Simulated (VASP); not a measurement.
A run of VASP 6.6.1 is set up as follows.

The input INCAR:

```
ALGO = Normal
EDIFF = 1E-6
EDIFFG = -0.04
ENCUT = 600
GGA = PE
IBRION = 2
ISIF = 3
ISMEAR = 0
LASPH = True
LCHARG = False
LREAL = False
LWAVE = False
NELM = 60
NSW = 90
PREC = Accurate
SIGMA = 0.1
```

File KPOINTS:

```
k-points
0
Gamma
  6 6 4
```

File POSCAR:

```
Sb
1.0
    1.6369420379     -4.7658330554      0.0000000000
    1.6369420379      4.7658330554      0.0000000000
   -0.1390157935      0.0000000000      3.9413610993
Sb
2
Direct
    0.8690000000      0.1310000000      0.2500000000
    0.1310000000      0.8690000000      0.7500000000
```

Potentials or basis: VASP PAW PBE potentials, release 64 (Sb).

The run is started by

```bash
$ cat potpaw_PBE.64/Sb/POTCAR > POTCAR
$ mpirun -np 1 vasp_std > vasp.out
```

Q: Estimate the space group after relaxing (to 0.05 Å).

A: Cmcm (No. 63).

Q: What does it give for the relaxed volume?

A: 30.58 Å³/atom.

Q: What does it give for the band gap on the k mesh?

A: Zero (band 5 reaches 11.62 eV, above the bottom of band 6 at 4.91 eV).

Final structure:
```xyz
2
Lattice="1.5625 -4.4600 0.0202 1.5625 4.4600 0.0202 -0.0708 0.0000 4.3875" Properties=species:S:1:pos:R:3 pbc="T T T"
Sb    1.5448   -3.4652    1.1171
Sb    1.5095    3.4652    3.3108
```

Caveat: the k points lie up to 0.36 Å⁻¹ apart in the final cell; spin-orbit coupling is left out, which moves the levels of the heavy elements.
